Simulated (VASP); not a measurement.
Ga: single point with PBEsol

Ga:

```
CELL_PARAMETERS angstrom
-1.34047 1.34047 2.16630
1.34047 -1.34047 2.16630
1.34047 1.34047 -2.16630
ATOMIC_POSITIONS crystal
Ga 0.00000 0.00000 0.00000
```

- Program: VASP 6.6.1
- Task: single point
- Functional: PBEsol
- Potentials or basis: VASP PAW PBE potentials, release 64 (Ga_d)
- Cutoff: 520 eV
- k mesh: 13 × 13 × 13
- Occupations: fermi-dirac, width 0.05 eV
- Spin: no spin polarisation
- Dipole correction: no
- Further INCAR settings: ALGO = Fast; EDIFF = 1e-07; NBANDS = 12

The pressure is 10.1 GPa.

Levels at points of the mesh, in eV from the Fermi level:
| k point | band 3 | band 4 | band 5 | band 6 | band 7 | band 8 | band 9 | band 10 |
| --- | --- | --- | --- | --- | --- | --- | --- | --- |
| (0.00, 0.00, 0.00) | -15.03 | -15.02 | -14.81 | -12.67 | 14.47 | 14.47 | 14.57 | 17.18 |

Run time: 22 s on 1 thread of Intel(R) Xeon(R) Platinum 8488C (Sapphire Rapids), with other jobs on the host, peak memory 0.16 GiB.

Caveat: the PAW data sets were made with another functional, which shifts forces and pressure a little.
